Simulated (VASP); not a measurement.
Sn:

```xyz
8
Lattice="6.0757 0.0000 0.0000 0.0000 6.0757 0.0000 0.0000 0.0000 6.0757" Properties=species:S:1:pos:R:3 pbc="T T T"
Sn    0.0000    0.0000    0.0000
Sn    3.0378    3.0378    3.0378
Sn    1.5189    0.0000    3.0378
Sn    4.5568    0.0000    3.0378
Sn    3.0378    1.5189    0.0000
Sn    3.0378    4.5568    0.0000
Sn    0.0000    3.0378    1.5189
Sn    0.0000    3.0378    4.5568
```

| Quantity | Value |
| --- | --- |
| Program | VASP 6.6.1 |
| Task | relaxation of cell and atoms |
| Functional | PBEsol |
| Potentials or basis | VASP PAW PBE potentials, release 64 (Sn_d) |
| Cutoff | 600 eV |
| k mesh | 4 × 4 × 4 |
| Occupations | fermi-dirac, width 0.1 eV |
| Spin | no spin polarisation |

At the start: pressure -1.6 GPa; volume 28.03 Å³/atom.

Q: Where does the relaxation end?

A: Over 3 steps the energy falls by 4.7 meV/atom and the volume is 27.11 Å³/atom (-3.3 %); space group Pm-3n (No. 223, to 0.1 Å) before and after.

The path:
| step | energy change (eV) | largest force (eV/Å) | pressure (GPa) | volume (Å³) |
| --- | --- | --- | --- | --- |
| 1 | 0.0000 | 0.0000 | -1.58 | 224.28 |
| 2 | -0.0359 | 0.0000 | 0.35 | 215.42 |
| 3 | -0.0375 | 0.0000 | -0.01 | 216.88 |

Final structure:
```xyz
8
Lattice="6.0082 0.0000 0.0000 0.0000 6.0082 0.0000 0.0000 0.0000 6.0082" Properties=species:S:1:pos:R:3 pbc="T T T"
Sn    0.0000    0.0000    0.0000
Sn    3.0041    3.0041    3.0041
Sn    1.5020    0.0000    3.0041
Sn    4.5061    0.0000    3.0041
Sn    3.0041    1.5020    0.0000
Sn    3.0041    4.5061    0.0000
Sn    0.0000    3.0041    1.5020
Sn    0.0000    3.0041    4.5061
```

Caveat: the PAW data sets were made with another functional, which shifts forces and pressure a little.
